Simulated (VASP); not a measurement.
# TaN (P3m1) in VASP: a series of runs

The runs below take TaN through single point, relaxation of cell and atoms, with PBE.

Program: VASP 6.6.1. These are calculated values, not measurements. Logs are shortened: lines on timing, memory, paths and dates and some standing lists are left out, and cuts for length are marked.

## (1) The cell of the first run

It takes space group P3m1 (No. 156, trigonal). The conventional cell has a = 2.976 Å, b = 2.976 Å, c = 2.808 Å, α = 90.00°, β = 90.00°, γ = 120.00°. Within 2.6 Å of Ta (site symmetry 3m) lie 6 N at 2.00 to 2.48 Å. N (site symmetry 3m) has 6 Ta at 2.00 to 2.48 Å within 2.6 Å.

## (2) Single point, PBE

INCAR reads:

```
SYSTEM = TaN
PREC = Accurate
ENCUT = 520
EDIFF = 1E-6
ISMEAR = 0
SIGMA = 0.1
LREAL = .False.
LASPH = .True.
NELM = 60
ALGO = Normal
ISIF = 2
LWAVE = .False.
LCHARG = .False.
GGA = PE
NBANDS = 15
```

KPOINTS reads:

```
Automatic mesh
0
Gamma
  6 6 6
  0 0 0
```

POSCAR reads:

```
TaN
1.0
    2.9763241600      0.0000000000      0.0000000000
   -1.4881620800      2.5775723300      0.0000000000
    0.0000000000      0.0000000000      2.8077840500
Ta N
1 1
Direct
    0.3333333300      0.6666666700      0.4306278200
    0.0000000000      0.0000000000      0.0693721800
```

Potentials or basis: VASP PAW PBE potentials, release 64 (Ta_pv, N).

Started as:

```
$ cat potpaw_PBE.64/Ta_pv/POTCAR potpaw_PBE.64/N/POTCAR > POTCAR
$ mpirun -np 1 vasp_std > vasp.out
```

OUTCAR:

```text
SYSTEM = TaN
   PREC = Accurate
   ENCUT = 520
   EDIFF = 1E-6
   ISMEAR = 0
   LREAL = .False.
   LASPH = .True.
   NELM = 60
   ISIF = 2
   GGA = PE

 ion  position               nearest neighbor table
   1  0.333  0.667  0.431-   2 2.00   2 2.00   2 2.00   2 2.48   2 2.48   2 2.48
   2  0.000  0.000  0.069-   1 2.00   1 2.00   1 2.00   1 2.48   1 2.48   1 2.48

  LATTYP: Found a hexagonal cell.
 ALAT       =     2.9763241600
 C/A-ratio  =     0.9433730666

  Lattice vectors:

 A1 = (   2.9763241600,   0.0000000000,   0.0000000000)
 A2 = (  -1.4881620800,   2.5775723300,   0.0000000000)
 A3 = (   0.0000000000,   0.0000000000,   2.8077840500)

Analysis of symmetry for initial positions (statically):
=====================================================================
 Subroutine PRICEL returns:
 Original cell was already a primitive cell.

 Routine SETGRP: Setting up the symmetry group for a
 hexagonal supercell.

 Subroutine GETGRP returns: Found  6 space group operations
 (whereof  6 operations were pure point group operations)
 out of a pool of 24 trial point group operations.

The static configuration has the point symmetry C_3v.

Analysis of symmetry for dynamics (positions and initial velocities):
=====================================================================
 Subroutine PRICEL returns:
 Original cell was already a primitive cell.

 Routine SETGRP: Setting up the symmetry group for a
 hexagonal supercell.

 Subroutine GETGRP returns: Found  6 space group operations
 (whereof  6 operations were pure point group operations)
 out of a pool of 24 trial point group operations.

The dynamic configuration has the point symmetry C_3v.

 Subroutine INISYM returns: Found  6 space group operations
 (whereof  6 operations are pure point group operations),
 and found     1 'primitive' translations

----------------------------------------------------------------------------------------

                                     Primitive cell

  volume of cell :      21.5405

  direct lattice vectors                    reciprocal lattice vectors
     2.976324160  0.000000000  0.000000000     0.335984908  0.193980977  0.000000000
    -1.488162080  2.577572330  0.000000000     0.000000000  0.387961955  0.000000000
     0.000000000  0.000000000  2.807784050     0.000000000  0.000000000  0.356152746

  length of vectors
     2.976324160  2.976324158  2.807784050     0.387961955  0.387961955  0.356152746

  position of ions in fractional coordinates (direct lattice)
     0.333333330  0.666666670  0.430627820
     0.000000000  0.000000000  0.069372180

  ion indices of the primitive-cell ions
   primitive index   ion index
                 1           1
                 2           2

----------------------------------------------------------------------------------------

 KPOINTS: Automatic mesh

Automatic generation of k-mesh.
 Grid dimensions read from file:
 generate k-points for:    6    6    6

 Generating k-lattice:

  Cartesian coordinates                     Fractional coordinates (reciprocal lattice)
     0.055997485  0.032330163  0.000000000     0.166666667  0.000000000  0.000000000
     0.000000000  0.064660326  0.000000000     0.000000000  0.166666667  0.000000000
     0.000000000  0.000000000  0.059358791     0.000000000  0.000000000  0.166666667

  Length of vectors
     0.064660326  0.064660326  0.059358791

  Shift w.r.t. Gamma in fractional coordinates (k-lattice)
     0.000000000  0.000000000  0.000000000

 Subroutine IBZKPT returns following result:
 ===========================================

 Found     34 irreducible k-points:

 Following reciprocal coordinates:
            Coordinates               Weight
  0.000000  0.000000  0.000000      1.000000
  0.166667  0.000000  0.000000      6.000000
  0.333333 -0.000000  0.000000      6.000000
  0.500000 -0.000000  0.000000      3.000000
  0.166667  0.166667  0.000000      6.000000
  0.333333  0.166667  0.000000     12.000000
[... 16 lines left out ...]
  0.500000 -0.000000  0.333333      6.000000
  0.166667  0.166667  0.333333     12.000000
 [... further k-points ...]
   k-points           NKPTS =     34   k-points in BZ     NKDIM =     34   number of bands    NBANDS=     15
   number of dos      NEDOS =    301   number of ions     NIONS =      2
   total plane-waves  NPLWV =  13824
   dimension x,y,z NGX =    24 NGY =   24 NGZ =   24
   dimension x,y,z NGXF=    48 NGYF=   48 NGZF=   48
   ions per type =               1   1
   NGX,Y,Z   is equivalent  to a cutoff of  13.41, 13.41, 14.21 a.u.
   NGXF,Y,Z  is equivalent  to a cutoff of  26.81, 26.81, 28.42 a.u.
 SYSTEM =  TaN
   PREC   = accura    normal or accurate (medium, high low for compatibility)
   ISTART =      0    job   : 0-new  1-cont  2-samecut
   ICHARG =      2    charge: 1-file 2-atom 10-const
   ISPIN  =      1    spin polarized calculation?
   LNONCOLLINEAR =      F non collinear calculations
   LSORBIT =      F    spin-orbit coupling
   LASPH  =      T    aspherical Exc in radial PAW
   ENCUT  =  520.0 eV  38.22 Ry    6.18 a.u.   5.53  5.53  5.22*2*pi/ulx,y,z
   NELM   =     60;   NELMIN=  2; NELMDL= -5     # of ELM steps
   EDIFF  = 0.1E-05   stopping-criterion for ELM
   LREAL  =      F    real-space projection
[... 7 lines left out ...]
   TEBEG  =    0.0;   TEEND  =   0.0 temperature during run
   PSTRESS=    0.0 pullay stress
   NELECT =      16.0000    total number of electrons
   NUPDOWN=      -1.0000    fix difference up-down
   EMIN   =  10.00;   EMAX   =-10.00  energy-range for DOS
   EFERMI =   0.00;   METHOD = LEGACY
   ISMEAR =     0;   SIGMA  =   0.10  broadening in eV -4-tet -1-fermi 0-gaus
   EFERMI_NEDOS =   21; number of points for ismear=-14 and -15
   IALGO  =     38    algorithm
   IMIX   =      4    mixing-type and parameters
     AMIX     =   0.40;   BMIX     =  1.00
     AMIX_MAG =   1.60;   BMIX_MAG =  1.00
  volume/ion in A,a.u.               =      10.77        72.68
  Fermi-wavevector in a.u.,A,eV,Ry     =   1.482620  2.801746 29.907816  2.198162
  Thomas-Fermi vector in A             =   2.596384
   LORBIT       =      0    0 simple, 1 ext, 2 COOP (PROOUT), +10 PAW based schemes
   GGA     = PE    functional components
   LHFCALC =     F    Hartree Fock is set to
   AEXX    =    0.0000 exact exchange contribution
   IVDW    =     0    specifies the selected vdW correction
   LEPSILON=     F    determine dielectric tensor
   LRPA    =     F    only Hartree local field effects (RPA)
 non-spin polarized calculation
 Gauss-broadening in eV      SIGMA  =   0.10
  energy-cutoff  :      520.00
  volume of cell :       21.54
 maximum number of plane-waves:       599
 NGX is ok and might be reduce to    24
   NGX = 11   NGY = 11   NGZ = 11

 number of electron      16.0000000 magnetization

 Free energy of the ion-electron system (eV)
  ---------------------------------------------------
  ext. energy  EPLUGINS =         0.00000000
  ---------------------------------------------------
  free energy    TOTEN  =       -21.15743089 eV

  energy without entropy =      -21.15663344  energy(sigma->0) =      -21.15703217

 E-fermi :   8.5378     XC(G=0): -13.2628

 val. band max:        8.5107723242   @ k =   0.0000   0.0000   0.5000
 cond. band min:       8.8529281748   @ k =   0.0000   0.0000   0.3333
 fundamental gap:      0.3421558506
 Fermi energy:         8.5378354037

 k-point     1 :       0.0000    0.0000    0.0000
  band No.  band energies     occupation
      1     -26.2870      2.00000
      2     -26.2446      2.00000
      3     -26.2446      2.00000
      4      -9.5558      2.00000
      5       2.0634      2.00000
      6       2.5054      2.00000
      7       2.5054      2.00000
      8       8.3629      1.98664
      9      10.1789      0.00000
     10      11.4342      0.00000
     11      11.4342      0.00000
     12      14.4041      0.00000
     13      14.4041      0.00000
     14      19.3362      0.00000
     15      21.9294      0.00000

 k-point     2 :       0.1667    0.0000    0.0000
  band No.  band energies     occupation
      1     -26.5309      2.00000
      2     -26.3032      2.00000
      3     -26.2453      2.00000
      4      -9.0277      2.00000
      5       1.2035      2.00000
      6       2.9492      2.00000
      7       2.9660      2.00000
      8       7.7971      2.00000
      9      10.2885      0.00000
     10      11.3143      0.00000
     11      11.3513      0.00000
     12      14.3577      0.00000
     13      14.9222      0.00000
     14      20.7611      0.00000
     15      21.9311      0.00000

 k-point     3 :       0.3333   -0.0000    0.0000
  band No.  band energies     occupation
      1     -27.0452      2.00000
      2     -26.4182      2.00000
      3     -26.1815      2.00000
      4      -8.0207      2.00000
      5       0.2466      2.00000
      6       3.5999      2.00000
      7       3.7968      2.00000
      8       6.3915      2.00000
      9       9.4796      0.00000
     10      11.6202      0.00000
     11      12.5851      0.00000
     12      13.9569      0.00000
     13      16.4513      0.00000
     14      21.2050      0.00000
     15      21.9373      0.00000
[... 343 lines left out ...]
 k-point    23 :       0.5000   -0.0000    0.3333
  band No.  band energies     occupation
      1     -27.1397      2.00000
      2     -26.9059      2.00000
      3     -26.3829      2.00000
      4      -7.5634      2.00000
      5       0.1605      2.00000
      6       2.6395      2.00000
      7       2.9024      2.00000
      8       8.0265      2.00000
      9      11.1859      0.00000
     10      12.5249      0.00000
     11      12.9782      0.00000
     12      15.0739      0.00000
     13      18.0069      0.00000
     14      20.8768      0.00000
     15      21.9317      0.00000

 k-point    24 :       0.1667    0.1667    0.3333
  band No.  band energies     occupation
      1     -27.0071      2.00000
      2     -26.7314      2.00000
      3     -26.3521      2.00000
      4      -7.6004      2.00000
      5       0.7973      2.00000
      6       1.9724      2.00000
      7       3.0567      2.00000
      8       7.2347      2.00000
      9      10.0154      0.00000
     10      11.6517      0.00000
     11      12.8439      0.00000
     12      15.5062      0.00000
     13      17.1756      0.00000
     14      20.9068      0.00000
     15      21.9357      0.00000

 [... further k-points ...]
[... 5 lines left out ...]
  --------------------------------------------------------------------------------------
  -------------------------------------------------------------------------------------
  Total        4.6462084      4.6462084      6.0871151      0.0000000      0.0000000      0.0000000
  in kB      345.5846758    345.5846751    452.7592169      0.0000000      0.0000000      0.0000000
  external PRESSURE =     381.3095226 kB  Pullay stress =       0.0000000 kB

 VOLUME and BASIS-vectors are now :
 -----------------------------------------------------------------------------
  energy-cutoff  :      520.00
  volume of cell :       21.54
      direct lattice vectors                 reciprocal lattice vectors
     2.976324160  0.000000000  0.000000000     0.335984908  0.193980977  0.000000000
    -1.488162080  2.577572330  0.000000000     0.000000000  0.387961955  0.000000000
     0.000000000  0.000000000  2.807784050     0.000000000  0.000000000  0.356152746

 POSITION                                       TOTAL-FORCE (eV/Angst)
 -----------------------------------------------------------------------------------
     -0.00000      1.71838      1.20911         0.000000     -0.000000      6.326899
      0.00000      0.00000      0.19478        -0.000000      0.000000     -6.326899
 -----------------------------------------------------------------------------------
    total drift:                                0.000003     -0.000002      0.000143

  FREE ENERGIE OF THE ION-ELECTRON SYSTEM (eV)
  ---------------------------------------------------
  free  energy   TOTEN  =       -21.1574308878 eV

  energy  without entropy=      -21.1566334429  energy(sigma->0) =      -21.15703217
```

Run time: 6.8 s. Hardware: 1 thread of Intel Xeon Platinum 8488C (Sapphire Rapids), shared host; peak memory 0.14 GiB.

Results:

* Free energy: -21.1574 eV
* Pressure: 38.1 GPa
* Largest force: 6.327 eV/Å
* Band gap on the k mesh: zero (bands 8 and 9 overlap by 0.59 eV)

Forces in eV/Å, atoms in the order of the input:
```
Ta   0.000  0.000  6.327
N    0.000  0.000 -6.327
```

Levels at points of the mesh, in eV from the Fermi level:
| k point | band 5 | band 6 | band 7 | band 8 | band 9 | band 10 | band 11 | band 12 |
| --- | --- | --- | --- | --- | --- | --- | --- | --- |
| (0.00, 0.00, 0.00) | -6.47 | -6.03 | -6.03 | -0.17 | 1.64 | 2.90 | 2.90 | 5.87 |
| (0.50, 0.00, 0.00) | -8.40 | -5.27 | -4.36 | -2.66 | 2.39 | 2.79 | 3.79 | 4.87 |
| (0.00, 0.00, 0.50) | -9.38 | -5.46 | -5.46 | -0.03 | -0.03 | 3.53 | 4.02 | 4.02 |
| (0.50, 0.00, 0.50) | -8.33 | -6.34 | -5.79 | -0.41 | 3.65 | 4.20 | 6.05 | 6.91 |

Caveat: the k points lie up to 0.41 Å⁻¹ apart, too coarse for converged energies and pressures of a metal; spin-orbit coupling is left out, which moves the levels of the heavy elements; forces of over 1 eV/Å act on the atoms, so gaps and moduli don't describe the material at rest.

## (3) Relaxation of cell and atoms, PBE

INCAR reads:

```
  ALGO = Normal
  EDIFF = 1E-6
  EDIFFG = -0.04
  ENCUT = 600
  GGA = PE
  IBRION = 2
  ISIF = 3
  ISMEAR = 0
  LASPH = True
  LCHARG = False
  LREAL = False
  LWAVE = False
  NELM = 80
  NSW = 90
  PREC = Accurate
  SIGMA = 0.1
```

KPOINTS reads:

```
k-points
0
Gamma
  6 6 6
```

POSCAR is that of step 2.

Potentials or basis: VASP PAW PBE potentials, release 64 (Ta_pv, N).

Started as:

```
$ cat potpaw_PBE.64/Ta_pv/POTCAR potpaw_PBE.64/N/POTCAR > POTCAR
$ mpirun -np 1 vasp_std > vasp.out
```

OUTCAR:

```text
EDIFF = 1E-6
   EDIFFG = -0.04
   ENCUT = 600
   GGA = PE
   IBRION = 2
   ISIF = 3
   ISMEAR = 0
   LASPH = True
   LREAL = False
   NELM = 80
   NSW = 90
   PREC = Accurate

 ion  position               nearest neighbor table
   1  0.333  0.667  0.431-   2 2.00   2 2.00   2 2.00   2 2.48   2 2.48   2 2.48
   2  0.000  0.000  0.069-   1 2.00   1 2.00   1 2.00   1 2.48   1 2.48   1 2.48

  LATTYP: Found a hexagonal cell.
 ALAT       =     2.9763241600
 C/A-ratio  =     0.9433730666

  Lattice vectors:

 A1 = (   2.9763241600,   0.0000000000,   0.0000000000)
 A2 = (  -1.4881620800,   2.5775723300,   0.0000000000)
 A3 = (   0.0000000000,   0.0000000000,   2.8077840500)

Analysis of symmetry for initial positions (statically):
=====================================================================
 Subroutine PRICEL returns:
 Original cell was already a primitive cell.

 Routine SETGRP: Setting up the symmetry group for a
 hexagonal supercell.

 Subroutine GETGRP returns: Found  6 space group operations
 (whereof  6 operations were pure point group operations)
 out of a pool of 24 trial point group operations.

The static configuration has the point symmetry C_3v.

Analysis of symmetry for dynamics (positions and initial velocities):
=====================================================================
 Subroutine PRICEL returns:
 Original cell was already a primitive cell.

[... 341 lines left out ...]
  ---------------------------------------------------
  ext. energy  EPLUGINS =         0.00000000
  ---------------------------------------------------
  free energy    TOTEN  =       -22.44898978 eV

  energy without entropy =      -22.44774649  energy(sigma->0) =      -22.44836813

 E-fermi :   8.2881     XC(G=0): -13.2588

 val. band max:        8.2140888504   @ k =   0.3333   0.3333   0.0000
 cond. band min:       8.3204582355   @ k =   0.0000   0.0000   0.3333
 fundamental gap:      0.1063693851
 Fermi energy:         8.2881327915

 k-point     1 :       0.0000    0.0000    0.0000
  band No.  band energies     occupation
      1     -26.8125      2.00000
      2     -26.5447      2.00000
      3     -26.5447      2.00000
      4      -9.5725      2.00000
      5       3.5981      2.00000
      6       3.5981      2.00000
      7       3.9500      2.00000
      8       5.1787      2.00000
      9      10.1829      0.00000
     10      11.6005      0.00000
     11      11.6005      0.00000
     12      12.0000      0.00000
[... 331 lines left out ...]
 k-point    24 :       0.1667    0.1667    0.3333
  band No.  band energies     occupation
      1     -27.3401      2.00000
      2     -27.0270      2.00000
      3     -26.6662      2.00000
      4      -7.5705      2.00000
      5       1.0554      2.00000
      6       2.1614      2.00000
      7       3.6141      2.00000
      8       6.5569      2.00000
      9      10.0688      0.00000
     10      11.5251      0.00000
     11      12.0894      0.00000
     12      14.0054      0.00000

 [... further k-points ...]

------------------------ aborting loop because EDIFF is reached ----------------------------------------

  FORCE on cell =-STRESS in cart. coord.  units (eV):
  Direction    XX          YY          ZZ          XY          YZ          ZX
  --------------------------------------------------------------------------------------
  -------------------------------------------------------------------------------------
  Total       -0.0476016     -0.0476016     -0.0080070      0.0000000      0.0000000     -0.0000000
  in kB       -3.4830690     -3.4830690     -0.5858786      0.0000000      0.0000000     -0.0000000
  external PRESSURE =      -2.5173388 kB  Pullay stress =       0.0000000 kB
[... 17 lines left out ...]
  FREE ENERGIE OF THE ION-ELECTRON SYSTEM (eV)
  ---------------------------------------------------
  free  energy   TOTEN  =       -22.4489897846 eV

  energy  without entropy=      -22.4477464851  energy(sigma->0) =      -22.44836813

 reached required accuracy - stopping structural energy minimisation
```

It took 51 s on 1 thread of Intel Xeon Platinum 8488C (Sapphire Rapids), shared host; peak memory 0.16 GiB.

What came out:

```yaml
Free_energy: -22.4490 eV
Relaxed_volume: 10.95 Å³/atom
Relaxed_cell: a = 2.953 Å, b = 2.953 Å, c = 2.899 Å, α = 90.00°, β = 90.00°, γ = 120.00°
Space_group_after_relaxing_to_0.1_Å: P-6m2 (No. 187)
Energy_gained_by_relaxing: 644.8 meV/atom
Ionic_steps: 11
Pressure_after_relaxing: -0.3 GPa
Largest_force_after_relaxing: 0.014 eV/Å
Band_gap_on_the_k_mesh: zero (bands 8 and 9 overlap by 0.31 eV)
```

Forces in eV/Å, atoms in the order of the input:
```
Ta   0.000  0.000  0.014
N    0.000  0.000 -0.014
```

Stress tensor (GPa, compression positive):
```
-0.35  0.00  0.00
 0.00 -0.35  0.00
 0.00  0.00 -0.06
```

The path:
```csv
step,energy change (eV),largest force (eV/Å),pressure (GPa),volume (Å³)
1,0.0000,6.3265,38.05,21.54
2,0.6807,0.1950,-49.47,30.53
3,-0.9413,1.0466,-27.02,24.51
4,-0.9663,1.4205,-22.41,24.11
5,-0.9698,1.6789,-19.24,23.88
6,-1.2158,0.7719,16.16,20.96
7,-1.2872,0.1932,1.27,21.79
8,-1.2871,0.1532,1.81,21.75
9,-1.2886,0.1595,-0.52,21.92
10,-1.2895,0.0436,0.30,21.86
11,-1.2897,0.0141,-0.25,21.90
```

Final structure:
```
Ta N
1.0
     2.95318    0.00000    0.00000
    -1.47659    2.55753    0.00000
     0.00000    0.00000    2.89908
Ta N
1 1
Direct
  0.33333 0.66667 0.49981
  0.00000 0.00000 0.00019
```

Caveat: the k points lie up to 0.41 Å⁻¹ apart in the final cell; spin-orbit coupling is left out, which moves the levels of the heavy elements.

The gap in the log of VASP goes by the Fermi energy; the results here count the filled bands.